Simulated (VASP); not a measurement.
# PbSe (F-43m) in VASP: single point with LDA

Aim: the single point of PbSe with LDA.

All numbers are computed with VASP 6.6.1; they aren't measurements. Logs are shortened: lines on timing, memory, paths and dates and some standing lists are left out, and cuts for length are marked.

**1. The cell of the first run**

Symmetry: F-43m, No. 216, cubic system. Conventional cell: a = 6.846 Å, b = 6.846 Å, c = 6.846 Å, α = 90.00°, β = 90.00°, γ = 90.00°. Pb (site symmetry -43m) has 4 Se at 2.96 Å within 3.9 Å. Within 3.9 Å of Se (site symmetry -43m) lie 4 Pb at 2.96 Å.

**2. Single point, LDA**

INCAR reads:

```
PREC = Accurate ; ENCUT = 500
EDIFF = 1E-6 ; ISMEAR = 0
SIGMA = 0.01 ; LREAL = F
LASPH = T ; NELM = 120
ALGO = Normal ; ISIF = 2
LWAVE = F ; LCHARG = F
NBANDS = 17 ; GGA_COMPAT = F
```

KPOINTS reads:

```
regular mesh
0
Gamma
  2 2 2
```

POSCAR reads:

```
PbSe
1.0
    0.0000000000      3.4232041400      3.4232041400
    3.4232041400      0.0000000000      3.4232041400
    3.4232041400      3.4232041400      0.0000000000
Pb Se
1 1
Direct
    0.0000000000      0.0000000000      0.0000000000
    0.2500000000      0.2500000000      0.2500000000
```

Potentials or basis: VASP PAW LDA potentials, release 64 (Pb_d, Se).

On the command line:

```sh
$ cat potpaw_LDA.64/Pb_d/POTCAR potpaw_LDA.64/Se/POTCAR > POTCAR
$ mpirun -np 1 vasp_std > vasp.out
```

OUTCAR:

```text
PREC = Accurate
   ENCUT = 500
   EDIFF = 1E-6
   ISMEAR = 0
   LREAL = F
   LASPH = T
   NELM = 120
   ISIF = 2

 ion  position               nearest neighbor table
   1  0.000  0.000  0.000-   2 2.96   2 2.96   2 2.96   2 2.96
   2  0.250  0.250  0.250-   1 2.96   1 2.96   1 2.96   1 2.96

  LATTYP: Found a face centered cubic cell.
 ALAT       =     6.8464082800

  Lattice vectors:

 A1 = (   0.0000000000,   3.4232041400,   3.4232041400)
 A2 = (   3.4232041400,   0.0000000000,   3.4232041400)
 A3 = (   3.4232041400,   3.4232041400,   0.0000000000)

Analysis of symmetry for initial positions (statically):
=====================================================================
 Subroutine PRICEL returns:
 Original cell was already a primitive cell.

 Routine SETGRP: Setting up the symmetry group for a
 face centered cubic supercell.

 Subroutine GETGRP returns: Found 24 space group operations
 (whereof 24 operations were pure point group operations)
 out of a pool of 48 trial point group operations.

The static configuration has the point symmetry T_d .

Analysis of symmetry for dynamics (positions and initial velocities):
=====================================================================
 Subroutine PRICEL returns:
 Original cell was already a primitive cell.

 Routine SETGRP: Setting up the symmetry group for a
 face centered cubic supercell.

 Subroutine GETGRP returns: Found 24 space group operations
 (whereof 24 operations were pure point group operations)
 out of a pool of 48 trial point group operations.

The dynamic configuration has the point symmetry T_d .

 Subroutine INISYM returns: Found 24 space group operations
 (whereof 24 operations are pure point group operations),
 and found     1 'primitive' translations

----------------------------------------------------------------------------------------

                                     Primitive cell

  volume of cell :      80.2284

  direct lattice vectors                    reciprocal lattice vectors
     0.000000000  3.423204140  3.423204140    -0.146061987  0.146061987  0.146061987
     3.423204140  0.000000000  3.423204140     0.146061987 -0.146061987  0.146061987
     3.423204140  3.423204140  0.000000000     0.146061987  0.146061987 -0.146061987

  length of vectors
     4.841141722  4.841141722  4.841141722     0.252986783  0.252986783  0.252986783

  position of ions in fractional coordinates (direct lattice)
     0.000000000  0.000000000  0.000000000
     0.250000000  0.250000000  0.250000000

  ion indices of the primitive-cell ions
   primitive index   ion index
                 1           1
                 2           2

----------------------------------------------------------------------------------------

 KPOINTS: regular mesh

Automatic generation of k-mesh.
 Grid dimensions read from file:
 generate k-points for:    2    2    2

 Generating k-lattice:

  Cartesian coordinates                     Fractional coordinates (reciprocal lattice)
    -0.073030994  0.073030994  0.073030994     0.500000000  0.000000000  0.000000000
     0.073030994 -0.073030994  0.073030994     0.000000000  0.500000000  0.000000000
     0.073030994  0.073030994 -0.073030994     0.000000000  0.000000000  0.500000000

  Length of vectors
     0.126493392  0.126493392  0.126493392

  Shift w.r.t. Gamma in fractional coordinates (k-lattice)
     0.000000000  0.000000000  0.000000000

 Subroutine IBZKPT returns following result:
 ===========================================

 Found      3 irreducible k-points:

 Following reciprocal coordinates:
            Coordinates               Weight
  0.000000  0.000000  0.000000      1.000000
  0.500000  0.000000  0.000000      4.000000
  0.500000  0.500000  0.000000      3.000000
   k-points           NKPTS =      3   k-points in BZ     NKDIM =      3   number of bands    NBANDS=     17
   number of dos      NEDOS =    301   number of ions     NIONS =      2
   total plane-waves  NPLWV =  46656
   dimension x,y,z NGX =    36 NGY =   36 NGZ =   36
   dimension x,y,z NGXF=    72 NGYF=   72 NGZF=   72
   ions per type =               1   1
   NGX,Y,Z   is equivalent  to a cutoff of  12.36, 12.36, 12.36 a.u.
   NGXF,Y,Z  is equivalent  to a cutoff of  24.72, 24.72, 24.72 a.u.
 SYSTEM =  unknown system
   PREC   = accura    normal or accurate (medium, high low for compatibility)
   ISTART =      0    job   : 0-new  1-cont  2-samecut
   ICHARG =      2    charge: 1-file 2-atom 10-const
   ISPIN  =      1    spin polarized calculation?
   LNONCOLLINEAR =      F non collinear calculations
   LSORBIT =      F    spin-orbit coupling
   LASPH  =      T    aspherical Exc in radial PAW
   ENCUT  =  500.0 eV  36.75 Ry    6.06 a.u.   8.83  8.83  8.83*2*pi/ulx,y,z
   NELM   =    120;   NELMIN=  2; NELMDL= -5     # of ELM steps
   EDIFF  = 0.1E-05   stopping-criterion for ELM
   LREAL  =      F    real-space projection
   EDIFFG = 0.1E-04   stopping-criterion for IOM
   NSW    =      0    number of steps for IOM
   IBRION =     -1    ionic relax: 0-MD 1-quasi-New 2-CG
   NFREE  =      0    steps in history (QN), initial steepest desc. (CG)
   ISIF   =      2    stress and relaxation
   ISYM   =      2    0-nonsym 1-usesym 2-fastsym
   POTIM  = 0.5000    time-step for ionic-motion
   TEBEG  =    0.0;   TEEND  =   0.0 temperature during run
   PSTRESS=    0.0 pullay stress
   NELECT =      20.0000    total number of electrons
   NUPDOWN=      -1.0000    fix difference up-down
   EMIN   =  10.00;   EMAX   =-10.00  energy-range for DOS
   EFERMI =   0.00;   METHOD = LEGACY
   ISMEAR =     0;   SIGMA  =   0.01  broadening in eV -4-tet -1-fermi 0-gaus
   EFERMI_NEDOS =   21; number of points for ismear=-14 and -15
   IALGO  =     38    algorithm
   IMIX   =      4    mixing-type and parameters
     AMIX     =   0.40;   BMIX     =  1.00
     AMIX_MAG =   1.60;   BMIX_MAG =  1.00
  volume/ion in A,a.u.               =      40.11       270.70
  Fermi-wavevector in a.u.,A,eV,Ry     =   1.030328  1.947037 14.443606  1.061575
  Thomas-Fermi vector in A             =   2.164420
   LORBIT       =      0    0 simple, 1 ext, 2 COOP (PROOUT), +10 PAW based schemes
   GGA     = CA    functional components
   LHFCALC =     F    Hartree Fock is set to
   AEXX    =    0.0000 exact exchange contribution
   IVDW    =     0    specifies the selected vdW correction
   LEPSILON=     F    determine dielectric tensor
   LRPA    =     F    only Hartree local field effects (RPA)
 non-spin polarized calculation
 Gauss-broadening in eV      SIGMA  =   0.01
  energy-cutoff  :      500.00
  volume of cell :       80.23
 maximum number of plane-waves:      2085
 NGX is ok and might be reduce to    36
   NGX = 17   NGY = 17   NGZ = 17

 number of electron      20.0000002 magnetization

 Free energy of the ion-electron system (eV)
  ---------------------------------------------------
  ext. energy  EPLUGINS =         0.00000000
  ---------------------------------------------------
  free energy    TOTEN  =        -9.04084136 eV

  energy without entropy =       -9.04084136  energy(sigma->0) =       -9.04084136

 E-fermi :   1.6692     XC(G=0):  -8.1605

 val. band max:        1.5807405879   @ k =   0.5000   0.5000   0.0000
 cond. band min:       2.5894826750   @ k =   0.5000   0.5000   0.0000
 fundamental gap:      1.0087420871
 Fermi energy:         1.6691621789

 k-point     1 :       0.0000    0.0000    0.0000
  band No.  band energies     occupation
      1     -14.6632      2.00000
      2     -14.6632      2.00000
      3     -14.6632      2.00000
      4     -14.6289      2.00000
      5     -14.6289      2.00000
      6     -10.7012      2.00000
      7      -4.3589      2.00000
      8       0.5068      2.00000
      9       0.5068      2.00000
     10       0.5068      2.00000
     11       4.1409      0.00000
     12       4.1409      0.00000
     13       4.1409      0.00000
     14       6.5678      0.00000
     15      10.3041      0.00000
     16      10.3041      0.00000
     17      10.9547      0.00000

 k-point     2 :       0.5000    0.0000    0.0000
  band No.  band energies     occupation
      1     -14.6895      2.00000
      2     -14.6552      2.00000
      3     -14.6552      2.00000
      4     -14.6266      2.00000
      5     -14.6266      2.00000
      6     -10.1029      2.00000
      7      -5.8298      2.00000
      8      -0.0353      2.00000
      9      -0.0353      2.00000
     10       0.0452      2.00000
     11       4.9038      0.00000
     12       4.9038      0.00000
     13       5.6452      0.00000
     14       8.3961      0.00000
     15       9.8529      0.00000
     16      10.3680      0.00000
     17      10.3680      0.00000

 k-point     3 :       0.5000    0.5000    0.0000
  band No.  band energies     occupation
      1     -14.7080      2.00000
      2     -14.6438      2.00000
      3     -14.6438      2.00000
      4     -14.6353      2.00000
      5     -14.6226      2.00000
      6      -9.8699      2.00000
      7      -6.1812      2.00000
      8      -0.7451      2.00000
      9      -0.7451      2.00000
     10       1.5807      2.00000
     11       2.5895      0.00000
     12       6.8791      0.00000
     13       6.8791      0.00000
     14       7.8476      0.00000
     15       9.8802      0.00000
     16      11.8361      0.00000
     17      11.9396      0.00000

------------------------ aborting loop because EDIFF is reached ----------------------------------------

  FORCE on cell =-STRESS in cart. coord.  units (eV):
  Direction    XX          YY          ZZ          XY          YZ          ZX
  --------------------------------------------------------------------------------------
  -------------------------------------------------------------------------------------
  Total       -1.4435242     -1.4435242     -1.4435242      0.0000000     -0.0000000      0.0000000
  in kB      -28.8274520    -28.8274520    -28.8274520      0.0000000     -0.0000000      0.0000000
  external PRESSURE =     -28.8274520 kB  Pullay stress =       0.0000000 kB

 VOLUME and BASIS-vectors are now :
 -----------------------------------------------------------------------------
  energy-cutoff  :      500.00
  volume of cell :       80.23
      direct lattice vectors                 reciprocal lattice vectors
     0.000000000  3.423204140  3.423204140    -0.146061987  0.146061987  0.146061987
     3.423204140  0.000000000  3.423204140     0.146061987 -0.146061987  0.146061987
     3.423204140  3.423204140  0.000000000     0.146061987  0.146061987 -0.146061987

 POSITION                                       TOTAL-FORCE (eV/Angst)
 -----------------------------------------------------------------------------------
      0.00000      0.00000      0.00000         0.000000      0.000000      0.000000
      1.71160      1.71160      1.71160        -0.000000     -0.000000     -0.000000
 -----------------------------------------------------------------------------------
    total drift:                               -0.000000     -0.000000     -0.000000

  FREE ENERGIE OF THE ION-ELECTRON SYSTEM (eV)
  ---------------------------------------------------
  free  energy   TOTEN  =        -9.0408413555 eV

  energy  without entropy=       -9.0408413555  energy(sigma->0) =       -9.04084136
```

Run time: 3.3 s. Hardware: 1 thread of Intel Xeon Platinum 8488C (Sapphire Rapids), shared host; peak memory 0.16 GiB.

What came out:

| Item | Value |
| --- | --- |
| Free energy | -9.0408 eV |
| Pressure | -2.9 GPa |
| Band gap on the k mesh | 1.01 eV, direct |

Caveat: the k points lie up to 0.79 Å⁻¹ apart; spin-orbit coupling is left out, which moves the levels of the heavy elements. A k mesh can miss the band edges.
